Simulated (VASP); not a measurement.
A run of VASP 6.6.1:

The input INCAR:

```
SYSTEM = Hf3AlN4
  ALGO = Normal
  EDIFF = 1E-7
  ENCUT = 520
  GGA = PE
  ISIF = 2
  ISMEAR = 0
  LASPH = .True.
  LCHARG = .False.
  LREAL = .False.
  LWAVE = .False.
  NBANDS = 36
  NELM = 60
  PREC = Accurate
  SIGMA = 0.1
```

The input KPOINTS:

```
k-points
0
Gamma
  4 4 4
  0 0 0
```

File POSCAR:

```
Hf3AlN4
1.0
    4.4943662626      0.0000000000      0.0000000000
    0.0000000000      4.4943662626      0.0000000000
    0.0000000000      0.0000000000      4.4943662626
Hf Al N
3 1 4
Direct
    0.5000000000      0.0000000000      0.5000000000
    0.0000000000      0.5000000000      0.5000000000
    0.5000000000      0.5000000000      0.0000000000
    0.0000000000      0.0000000000      0.0000000000
    0.5000000000      0.5000000000      0.5000000000
    0.0000000000      0.5000000000      0.0000000000
    0.5000000000      0.0000000000      0.0000000000
    0.0000000000      0.0000000000      0.5000000000
```

Potentials or basis: VASP PAW PBE potentials, release 64 (Hf_pv, Al, N).

Launch:

```bash
$ cat potpaw_PBE.64/Hf_pv/POTCAR potpaw_PBE.64/Al/POTCAR potpaw_PBE.64/N/POTCAR > POTCAR
$ mpirun -np 1 vasp_std > vasp.out
```

Hardware: 1 thread of Intel Xeon 8259CL, on a shared host.

**Question.** Estimate the wall time of this run.

**Answer.** Run time: 34 s on 1 thread of Intel Xeon 8259CL (shared host), peak memory 0.21 GiB. Counts: scf iterations 16, k points 10.
